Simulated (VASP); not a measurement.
# SiW12 in VASP: single point with PBE+D3(BJ)

Aim: the single point of SiW12 with PBE+D3(BJ).

All numbers are computed with VASP 6.6.1; they aren't measurements. Logs are shortened: lines on timing, memory, paths and dates and some standing lists are left out, and cuts for length are marked.

### 1 The cell of the first run

The cell holds a slab with vacuum, 13 atoms: a = 5.664 Å, b = 5.664 Å, c = 21.150 Å, α = 90.00°, β = 90.00°, γ = 90.00°.

### 2 Single point, PBE+D3(BJ)

INCAR

```
SYSTEM = SiW12
  PREC = Accurate
  ENCUT = 520
  EDIFF = 1E-6
  ISMEAR = 0
  SIGMA = 0.1
  LREAL = .FALSE.
  LASPH = .TRUE.
  NELM = 100
  ALGO = Normal
  ISIF = 2
  LWAVE = .FALSE.
  LCHARG = .FALSE.
  LDIPOL = .TRUE.
  IDIPOL = 3
  DIPOL = 0.5 0.5 0.304
  GGA = PE
  IVDW = 12
  NBANDS = 98
```

KPOINTS

```
Automatic mesh
0
G
  5 5 1
  0 0 0
```

POSCAR

```
SiW12
1.0
    5.6644156868      0.0000000000      0.0000000000
    0.0000000000      5.6644156868      0.0000000000
    0.0000000000      0.0000000000     21.1500668291
W Si
12 1
Direct
    0.2500000000      0.2500000000      0.1891246979
    0.2500000000      0.7500000000      0.1891246979
    0.7500000000      0.2500000000      0.1891246979
    0.7500000000      0.7500000000      0.1891246979
    0.0000000000      0.0000000000      0.2848852803
    0.0000000000      0.5000000000      0.2848852803
    0.5000000000      0.0000000000      0.2848852803
    0.5000000000      0.5000000000      0.2848852803
    0.2500000000      0.2500000000      0.3806166143
    0.2500000000      0.7500000000      0.3806166143
    0.7500000000      0.2500000000      0.3806166143
    0.7500000000      0.7500000000      0.3806166143
    0.4166666667      0.5000000000      0.5271882552
```

Potentials or basis: VASP PAW PBE potentials, release 64 (W_sv, Si).

The run is started by

```sh
$ cat potpaw_PBE.64/W_sv/POTCAR potpaw_PBE.64/Si/POTCAR > POTCAR
$ mpirun -np 1 vasp_std > vasp.out
```

OUTCAR:

```text
SYSTEM = SiW12
   PREC = Accurate
   ENCUT = 520
   EDIFF = 1E-6
   ISMEAR = 0
   LREAL = .FALSE.
   LASPH = .TRUE.
   NELM = 100
   ISIF = 2
   GGA = PE
   IVDW = 12
 IVDW          = 12

 ion  position               nearest neighbor table
   1  0.250  0.250  0.189-   2 2.83   3 2.83   2 2.83   3 2.83   7 2.85   8 2.85   5 2.85   6 2.85

   2  0.250  0.750  0.189-   1 2.83   4 2.83   1 2.83   4 2.83   7 2.85   8 2.85   5 2.85   6 2.85

   3  0.750  0.250  0.189-   1 2.83   4 2.83   4 2.83   1 2.83   7 2.85   8 2.85   5 2.85   6 2.85
[... 15 lines left out ...]
  11  0.750  0.250  0.381-   9 2.83  12 2.83  12 2.83   9 2.83   5 2.85   6 2.85   7 2.85   8 2.85

  12  0.750  0.750  0.381-  10 2.83  11 2.83  11 2.83  10 2.83   5 2.85   6 2.85   7 2.85   8 2.85

  13  0.417  0.500  0.527-

  LATTYP: Found a simple tetragonal cell.
 ALAT       =     5.6644156868
 C/A-ratio  =     3.7338479375

  Lattice vectors:

 A1 = (   5.6644156868,   0.0000000000,   0.0000000000)
 A2 = (   0.0000000000,   5.6644156868,   0.0000000000)
 A3 = (   0.0000000000,   0.0000000000,  21.1500668291)

Analysis of symmetry for initial positions (statically):
=====================================================================
 Subroutine PRICEL returns:
 Original cell was already a primitive cell.

 Routine SETGRP: Setting up the symmetry group for a
 simple tetragonal supercell.

 Subroutine GETGRP returns: Found  2 space group operations
 (whereof  2 operations were pure point group operations)
 out of a pool of 16 trial point group operations.

The static configuration has the point symmetry C_1h.

Analysis of symmetry for dynamics (positions and initial velocities):
=====================================================================
 Subroutine PRICEL returns:
 Original cell was already a primitive cell.

 Routine SETGRP: Setting up the symmetry group for a
 simple tetragonal supercell.

 Subroutine GETGRP returns: Found  2 space group operations
 (whereof  2 operations were pure point group operations)
 out of a pool of 16 trial point group operations.

The dynamic configuration has the point symmetry C_1h.

 Subroutine INISYM returns: Found  2 space group operations
 (whereof  2 operations are pure point group operations),
 and found     1 'primitive' translations

----------------------------------------------------------------------------------------

                                     Primitive cell

  volume of cell :     678.6127
[... 116 lines left out ...]
  volume/ion in A,a.u.               =      52.20       352.27
  Fermi-wavevector in a.u.,A,eV,Ry     =   1.036041  1.957834 14.604238  1.073381
  Thomas-Fermi vector in A             =   2.170413
   LORBIT       =      0    0 simple, 1 ext, 2 COOP (PROOUT), +10 PAW based schemes
   GGA     = PE    functional components
   LHFCALC =     F    Hartree Fock is set to
   AEXX    =    0.0000 exact exchange contribution
   IVDW    =    12    specifies the selected vdW correction
   LEPSILON=     F    determine dielectric tensor
   LRPA    =     F    only Hartree local field effects (RPA)
 non-spin polarized calculation
 Gauss-broadening in eV      SIGMA  =   0.10
  energy-cutoff  :      520.00
  volume of cell :      678.61
 maximum number of plane-waves:     18347
 NGX is ok and might be reduce to    42
   NGX = 21   NGY = 21   NGZ = 79

 dipolmoment           0.000000      0.000000      0.013460 electrons x Angstroem

 number of electron     171.9999987 magnetization

 dipolmoment           0.000000      0.000000     -0.054264 electrons x Angstroem

 Free energy of the ion-electron system (eV)
  ---------------------------------------------------
  ext. energy  EPLUGINS =         0.00000000
  ---------------------------------------------------
  free energy    TOTEN  =      -139.65138895 eV

  energy without entropy =     -139.52401481  energy(sigma->0) =     -139.58770188

 E-fermi :   0.3049     XC(G=0):  -5.4694

 val. band max:        0.2935905410   @ k =  -0.2000   0.4000   0.0000
 cond. band min:       0.3116421759   @ k =   0.0000   0.4000   0.0000
 fundamental gap:      0.0180516348
 Fermi energy:         0.3049457576

 k-point     1 :       0.0000    0.0000    0.0000
  band No.  band energies     occupation
      1     -73.6485      2.00000
      2     -73.5984      2.00000
      3     -73.5982      2.00000
      4     -73.5729      2.00000
      5     -73.5605      2.00000
      6     -73.5150      2.00000
[... 898 lines left out ...]
     97       1.2075      0.00000
     98       1.3086      0.00000

------------------------ aborting loop because EDIFF is reached ----------------------------------------

 vacuum level on the upper side and lower side of the slab       (xc-potential included)        -0.370        -0.044

 Edisp (eV)   -5.14076

 E8    (eV) :    -2.7215

  FORCE on cell =-STRESS in cart. coord.  units (eV):
  Direction    XX          YY          ZZ          XY          YZ          ZX
  --------------------------------------------------------------------------------------
  -------------------------------------------------------------------------------------
  Total     -35.90674   -35.85628    -8.88728     0.00000     0.00000    -0.31527
  in kB     -84.77438   -84.65525   -20.98252     0.00000     0.00000    -0.74435
  external pressure =      -63.47 kB  Pullay stress =        0.00 kB

 VOLUME and BASIS-vectors are now :
 -----------------------------------------------------------------------------
  energy-cutoff  :      520.00
  volume of cell :      678.61
      direct lattice vectors                 reciprocal lattice vectors
     5.664415687  0.000000000  0.000000000     0.176540716  0.000000000  0.000000000
     0.000000000  5.664415687  0.000000000     0.000000000  0.176540716  0.000000000
     0.000000000  0.000000000 21.150066829     0.000000000  0.000000000  0.047281174

 POSITION                                       TOTAL-FORCE (eV/Angst)
 -----------------------------------------------------------------------------------
      1.41610      1.41610      4.00000        -0.019713     -0.050903      0.130391
      1.41610      4.24831      4.00000        -0.019713      0.050903      0.130391
      4.24831      1.41610      4.00000         0.038556     -0.025412      0.076044
      4.24831      4.24831      4.00000         0.038556      0.025412      0.076044
      0.00000      0.00000      6.02534        -0.034835      0.000000     -0.393875
      0.00000      2.83221      6.02534        -0.089924      0.000000     -0.230314
      2.83221      0.00000      6.02534         0.124598      0.000000     -0.263807
      2.83221      2.83221      6.02534         0.000499      0.000000     -0.009267
      1.41610      1.41610      8.05007         0.068241      0.100420      1.091164
      1.41610      4.24831      8.05007         0.068241     -0.100420      1.091164
      4.24831      1.41610      8.05007        -0.061103      0.058729      0.575588
      4.24831      4.24831      8.05007        -0.061103     -0.058729      0.575588
      2.36017      2.83221     11.15007        -0.052299      0.000000     -2.849111
 -----------------------------------------------------------------------------------
    total drift:                               -0.000051      0.000000     -0.000527

  FREE ENERGIE OF THE ION-ELECTRON SYSTEM (eV)
  ---------------------------------------------------
  free  energy   TOTEN  =      -144.7921506486 eV

  energy  without entropy=     -144.6647765123  energy(sigma->0) =     -144.72846358

 vacuum level on the upper side and lower side of the slab         4.455         4.799
```

stdout:

```text
POSCAR found type information on POSCAR W Si
 POSCAR found :  2 types and      13 ions
 scaLAPACK will be used
 LDA part: xc-table for (Slater+PW92), standard interpolation
 POSCAR, INCAR and KPOINTS ok, starting setup
 FFT: planning ... GRIDC
 FFT: planning ... GRID_SOFT
 FFT: planning ... GRID
 WAVECAR not read
 entering main loop
```

Wall time 50 min (1 thread of Intel Xeon 8259CL, shared host); peak memory 0.84 GiB.

What came out:

| Property | Result |
| --- | --- |
| Free energy | -144.7922 eV |
| Largest force | 2.850 eV/Å |
| Band gap on the k mesh | zero (bands 86 and 87 overlap by 0.22 eV) |
| Dispersion energy per atom | -0.395 eV |

Forces in eV/Å, atoms in the order of the input:
```
W   -0.020 -0.051  0.130
W   -0.020  0.051  0.130
W    0.039 -0.025  0.076
W    0.039  0.025  0.076
W   -0.035  0.000 -0.394
W   -0.090  0.000 -0.230
W    0.125  0.000 -0.264
W    0.000  0.000 -0.009
W    0.068  0.100  1.091
W    0.068 -0.100  1.091
W   -0.061  0.059  0.576
W   -0.061 -0.059  0.576
Si  -0.052  0.000 -2.849
```

Caveat: spin-orbit coupling is left out, which moves the levels of the heavy elements.
